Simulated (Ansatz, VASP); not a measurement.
## H: VASP beside Ansatz

File INCAR:

```
SYSTEM = H
PREC = Accurate ; ENCUT = 400
EDIFF = 1E-6 ; ISMEAR = 0
SIGMA = 0.02 ; LREAL = .FALSE.
LASPH = .TRUE. ; NELM = 120
ALGO = Normal ; ISIF = 2
LWAVE = .FALSE. ; LCHARG = .FALSE.
GGA = PE ; IVDW = 12
NBANDS = 8 ; GGA_COMPAT = .FALSE.
NELMDL = -8
```

KPOINTS

```
regular mesh
0
G
  1 1 1
  0 0 0
```

The input POSCAR:

```
H
1.0
   10.0000000000      0.0000000000      0.0000000000
    0.0000000000     10.0000000000      0.0000000000
    0.0000000000      0.0000000000     10.0000000000
H
2
Direct
    0.5000000000      0.5000000000      0.4450000000
    0.5000000000      0.5000000000      0.5550000000
```

Input for Ansatz:

```yaml
crystal:
  lattice:
    - [10.0, 0.0, 0.0]
    - [0.0, 10.0, 0.0]
    - [0.0, 0.0, 10.0]
  atoms:
    - { symbol: H, position: [0.5, 0.5, 0.445] }
    - { symbol: H, position: [0.5, 0.5, 0.555] }
scf:
  occupations: { method: gaussian, width: 0.02 }
output:
  stress: false
  eigenvalues: true
kpoints:
  mp_grid: { grid: [1, 1, 1] }
hamiltonian:
  xc: pbe
  dispersion: d3bj
```

Alike in both runs: task single point; functional PBE; dispersion D3(BJ); k mesh 1 × 1 × 1; occupations gaussian, width 0.02 eV; no spin polarisation.

|  | VASP | Ansatz |
| --- | --- | --- |
| version | VASP 6.6.1 | Ansatz 0.2.0 |
| potentials or method | VASP PAW PBE potentials, release 64 (H) | scalar-relativistic, plane waves, PAW |
| plane-wave cutoff (eV) | 400 | 420 |
| valence electrons in the cell | 2 | 2 |

```csv
,VASP,Ansatz,Ansatz less VASP
gap on the k mesh at the Fermi level (eV),7.74,7.74,0.000
```
